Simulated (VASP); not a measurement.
**MgS (Niningerite): single point with r2SCAN**

Crystal: MgS (Niningerite).

```
CELL_PARAMETERS angstrom
0.00000 2.73654 2.73654
2.73654 0.00000 2.73654
2.73654 2.73654 0.00000
ATOMIC_POSITIONS crystal
Mg 0.00000 0.00000 0.00000
S 0.50000 0.50000 0.50000
```

This cell differs from its parent crystal: strain +5.2%.

```
Program             : VASP 6.6.1
Task                : single point
Functional          : r2SCAN
Potentials or basis : VASP PAW PBE potentials, release 64 (Mg, S)
Cutoff              : 520 eV
k mesh              : 8 × 8 × 8
Occupations         : gaussian, width 0.01 eV
Spin                : no spin polarisation
```

| Item | Value |
| --- | --- |
| Pressure | -9.3 GPa |
| Band gap on the k mesh | 3.09 eV, indirect (least direct gap 3.45 eV) |

Levels at points of the mesh, in eV from the valence-band top:
```tsv
k point	band 1	band 2	band 3	band 4	band 5	band 6	band 7	band 8
(0.00, 0.00, 0.00)	-12.39	0.00	0.00	0.00	3.45	8.58	8.58	8.58
(0.50, 0.00, 0.00)	-11.41	-4.12	-0.46	-0.46	4.96	7.29	7.29	9.54
(0.50, 0.50, 0.00)	-11.13	-3.52	-1.41	-1.41	3.09	5.31	11.62	12.96
```

It took 41 s on 1 thread of Intel(R) Xeon(R) 6975P-C (Granite Rapids), with other jobs on the host, peak memory 0.17 GiB.

Caveat: the cell differs from its parent crystal (strain +5.2%); the PAW data sets were made with another functional, which shifts forces and pressure a little. A k mesh can miss the band edges.
